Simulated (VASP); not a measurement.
The system is C.

```
C
1.0
     2.45591    0.00000    0.00000
    -1.22796    2.12688    0.00000
     0.00000    0.00000    7.01063
C
4
Direct
  0.00000 0.00000 0.25000
  0.00000 0.00000 0.75000
  0.33333 0.66667 0.25000
  0.66667 0.33333 0.75000
```

Base run:

| Property | Result |
| --- | --- |
| Program | VASP 6.6.1 |
| Functional | r2SCAN |
| Potentials or basis | VASP PAW PBE potentials, release 64 (C) |
| Cutoff | 520 eV |
| k mesh | 9 × 9 × 3 |
| Occupations | fermi-dirac, width 0.05 eV |
| Spin | no spin polarisation |

Its results: band gap on the k mesh zero (band 8 reaches 4.31 eV, above the bottom of band 9 at 4.29 eV); pressure 0.7 GPa.

The run is repeated on the same cell with these changes: k mesh from 9 × 9 × 3 to 4 × 4 × 1. What comes out?

Band gap on the k mesh 3.89 eV, direct; pressure 0.8 GPa.

Caveats: some runs use coarse meshes; the PAW data sets were made with another functional, which shifts forces and pressure a little.

A k mesh can miss the band edges.
